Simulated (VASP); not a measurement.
Set up this calculation in VASP 6.6.1, as the native input.

| Quantity | Value |
| --- | --- |
| Task | single point |
| Functional | PBE |
| Dispersion | D3(BJ) |
| Potentials or basis | VASP PAW PBE potentials, release 64 (F, H) |
| Cutoff | 520 eV |
| k mesh | 1 × 1 × 1 |
| Occupations | fermi-dirac, width 0.05 eV |
| Spin | no spin polarisation |
| Dipole correction | no |
| Further INCAR settings | ALGO = Normal; EDIFF = 1e-06; NBANDS = 36 |

The structure of HF lies in POSCAR:

```
HF
1.0
    5.4647890000      0.0000000000      0.0000000000
    0.0000000000      5.4647890000      0.0000000000
    0.0000000000      0.0000000000      5.4647890000
F H
6 6
Direct
    1.1117721105      0.4790486879      0.4557906993
    0.7772303743     -0.2145371029      0.3094721498
    0.3061417376      0.4008388979      1.0303783001
    0.4423775557      0.8246978978      0.9316187688
    0.8689996997      0.2730389042      0.8845538227
    0.3515597766      0.1187054066      0.6186698151
    1.1753244270      0.4102445675      0.3145409640
    0.4794512652     -0.1055850464      0.0903786038
    0.3863827130      0.4469339987      0.8826873279
    0.4424324526      1.0510744331      0.7648785708
    0.9829656735      0.2731669969      0.7332213558
    0.7625911998     -0.3644971471      0.4080669903
```

The input as run:

INCAR

```
SYSTEM = HF
  PREC = Accurate
  ENCUT = 520
  EDIFF = 1E-6
  ISMEAR = -1
  SIGMA = 0.05
  LREAL = .FALSE.
  LASPH = .TRUE.
  NELM = 60
  ALGO = Normal
  ISIF = 2
  LWAVE = .FALSE.
  LCHARG = .FALSE.
  GGA = PE
  IVDW = 12
  NBANDS = 36
```

KPOINTS

```
regular mesh
0
G
  1 1 1
  0 0 0
```

Potentials or basis: VASP PAW PBE potentials, release 64 (F, H).

Run with:

```sh
$ cat potpaw_PBE.64/F/POTCAR potpaw_PBE.64/H/POTCAR > POTCAR
$ mpirun -np 1 vasp_gam > vasp.out
```

It gave:

The pressure is -1.4 GPa, the largest force is 3.204 eV/Å and the band gap on the k mesh is 5.98 eV. The dispersion energy per atom is -0.023 eV.

Caveat: the k points lie up to 1.15 Å⁻¹ apart.

Run time: 16 s on 1 thread of Intel(R) Xeon(R) Platinum 8375C CPU @ 2.90GHz (Ice Lake) (shared host), peak memory 0.22 GiB.
